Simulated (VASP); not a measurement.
# Br (Im-3m) in VASP: notebook, part 2 of 2

VASP 6.6.1. The steps go on from the part before.

### Step 5. Single point, PBEsol (volume scaled by 0.5)

INCAR

```
SYSTEM = Br
PREC = Accurate ; ENCUT = 520
EDIFF = 1E-7 ; ISMEAR = -1
SIGMA = 0.05 ; LREAL = .False.
LASPH = .True. ; NELM = 60
ALGO = Normal ; ISIF = 2
LWAVE = .False. ; LCHARG = .True.
GGA = PS ; LELF = .True.
LVHAR = .True. ; NBANDS = 10
```

KPOINTS

```
regular mesh
0
Gamma
  16 16 16
  0 0 0
```

POSCAR

```
Br
1.0
   -1.4455433895      1.4455433895      1.4455433895
    1.4455433895     -1.4455433895      1.4455433895
    1.4455433895      1.4455433895     -1.4455433895
Br
1
Direct
    0.0000000000      0.0000000000      0.0000000000
```

Potentials or basis: VASP PAW PBE potentials, release 64 (Br).

Started as:

```
> cat potpaw_PBE.64/Br/POTCAR > POTCAR
> mpirun -np 1 vasp_std > vasp.out
```

OUTCAR:

```text
SYSTEM = Br
   PREC = Accurate
   ENCUT = 520
   EDIFF = 1E-7
   ISMEAR = -1
   LREAL = .False.
   LASPH = .True.
   NELM = 60
   ISIF = 2
   GGA = PS

 ion  position               nearest neighbor table
   1  0.000  0.000  0.000-

  LATTYP: Found a body centered cubic cell.
 ALAT       =     2.8910867790

  Lattice vectors:

 A1 = (  -1.4455433895,   1.4455433895,   1.4455433895)
 A2 = (   1.4455433895,  -1.4455433895,   1.4455433895)
 A3 = (   1.4455433895,   1.4455433895,  -1.4455433895)

Analysis of symmetry for initial positions (statically):
=====================================================================
 Subroutine PRICEL returns:
 Original cell was already a primitive cell.

 Routine SETGRP: Setting up the symmetry group for a
 body centered cubic supercell.

 Subroutine GETGRP returns: Found 48 space group operations
 (whereof 48 operations were pure point group operations)
 out of a pool of 48 trial point group operations.

The static configuration has the point symmetry O_h .

Analysis of symmetry for dynamics (positions and initial velocities):
=====================================================================
[... 156 lines left out ...]

 val. band max:       13.8821530703   @ k =   0.2500   0.0000   0.0000
 cond. band min:      13.9501852116   @ k =   0.3750   0.1250   0.0000
 fundamental gap:      0.0680321413
 Fermi energy:        13.9174099122

 k-point     1 :       0.0000    0.0000    0.0000
  band No.  band energies     occupation
      1     -10.5600      2.00000
      2      17.2479      0.00000
      3      17.2479      0.00000
      4      17.2479      0.00000
      5      26.5834      0.00000
      6      26.5834      0.00000
      7      26.5834      0.00000
      8      30.6743      0.00000
      9      30.6743      0.00000
     10      31.1008      0.00000
[... 287 lines left out ...]
 k-point    24 :       0.2500    0.1875   -0.0000
  band No.  band energies     occupation
      1      -5.8806      2.00000
      2       5.2139      2.00000
      3       8.8276      2.00000
      4      13.9889      0.38619
      5      22.6743      0.00000
      6      25.1712      0.00000
      7      30.0145      0.00000
      8      33.0270      0.00000
      9      37.4598      0.00000
     10      37.9577      0.00000

 [... further k-points ...]
[... 5 lines left out ...]
  --------------------------------------------------------------------------------------
  -------------------------------------------------------------------------------------
  Total       11.5119083     11.5119083     11.5119083      0.0000000     -0.0000000      0.0000000
  in kB     1526.5270914   1526.5270914   1526.5270914      0.0000000     -0.0000000      0.0000000
  external PRESSURE =    1526.5270914 kB  Pullay stress =       0.0000000 kB

 VOLUME and BASIS-vectors are now :
 -----------------------------------------------------------------------------
  energy-cutoff  :      520.00
  volume of cell :       12.08
      direct lattice vectors                 reciprocal lattice vectors
    -1.445543390  1.445543390  1.445543390     0.000000000  0.345890690  0.345890690
     1.445543390 -1.445543390  1.445543390     0.345890690  0.000000000  0.345890690
     1.445543390  1.445543390 -1.445543390     0.345890690  0.345890690  0.000000000

 POSITION                                       TOTAL-FORCE (eV/Angst)
 -----------------------------------------------------------------------------------
      0.00000      0.00000      0.00000        -0.000000     -0.000000      0.000000
 -----------------------------------------------------------------------------------
    total drift:                                0.000000      0.000000     -0.000000

  FREE ENERGIE OF THE ION-ELECTRON SYSTEM (eV)
  ---------------------------------------------------
  free  energy   TOTEN  =         1.6897446833 eV

  energy  without entropy=        1.6941772695  energy(sigma->0) =        1.69196098
```

OSZICAR:

```text
N       E                     dE             d eps       ncg     rms          rms(c)
DAV:   1     0.189716233108E+02    0.18972E+02   -0.36060E+03  2998   0.594E+02
DAV:   2     0.200026361811E+01   -0.16971E+02   -0.16323E+02  3950   0.107E+02
DAV:   3     0.166444573631E+01   -0.33582E+00   -0.33163E+00  3568   0.122E+01
DAV:   4     0.166407536077E+01   -0.37038E-03   -0.37036E-03  3462   0.447E-01
DAV:   5     0.166407514684E+01   -0.21393E-06   -0.21225E-06  3404   0.106E-02    0.254E+01
DAV:   6     0.168278013902E+01    0.18705E-01   -0.10450E-02  3302   0.571E-01    0.151E+01
DAV:   7     0.168952579703E+01    0.67457E-02   -0.15323E-02  3302   0.705E-01    0.228E-01
DAV:   8     0.168974047812E+01    0.21468E-03   -0.46336E-04  3150   0.135E-01    0.325E-02
DAV:   9     0.168974476354E+01    0.42854E-05   -0.19572E-05  3576   0.281E-02    0.151E-02
DAV:  10     0.168974460452E+01   -0.15902E-06   -0.18301E-07  3148   0.322E-03    0.409E-03
DAV:  11     0.168974468327E+01    0.78755E-07   -0.24907E-08  1826   0.145E-03
   1 F= 0.16897447E+01 E0= 0.16919610E+01  d E =-.443259E-02
```

stdout:

```text
POSCAR found type information on POSCAR Br
 POSCAR found :  1 types and       1 ions
 scaLAPACK will be used
 -----------------------------------------------------------------------------
|                                                                             |
|                                                                             |
|     You enforced a specific xc type in the INCAR file but a different       |
|     I HOPE YOU KNOW WHAT YOU ARE DOING!                                     |
|                                                                             |
 -----------------------------------------------------------------------------

 LDA part: xc-table for (Slater+PW92), standard interpolation
 POSCAR, INCAR and KPOINTS ok, starting setup
 FFT: planning ... GRIDC
 FFT: planning ... GRID_SOFT
 FFT: planning ... GRID
 WAVECAR not read
 entering main loop
```

Wall time 6.5 s (1 thread of Intel Xeon 6975P-C (Granite Rapids), shared host); peak memory 0.13 GiB.

Results:

```
Free energy : 1.6897 eV
Pressure    : 152.7 GPa
```

Levels at points of the mesh, in eV from the Fermi level:
| k point | band 2 | band 3 | band 4 | band 5 | band 6 | band 7 |
| --- | --- | --- | --- | --- | --- | --- |
| (0.00, 0.00, 0.00) | 3.33 | 3.33 | 3.33 | 12.67 | 12.67 | 12.67 |
| (0.50, 0.00, 0.00) | -13.23 | -2.02 | 1.31 | 6.27 | 6.71 | 20.16 |
| (0.50, 0.50, 0.50) | -7.58 | -7.58 | -7.58 | 0.50 | 0.50 | 27.62 |

Caveat: the PAW data sets were made with another functional, which shifts forces and pressure a little; an odd number of electrons without spin polarisation forces a metal; a magnetic or distorted state may lie lower.
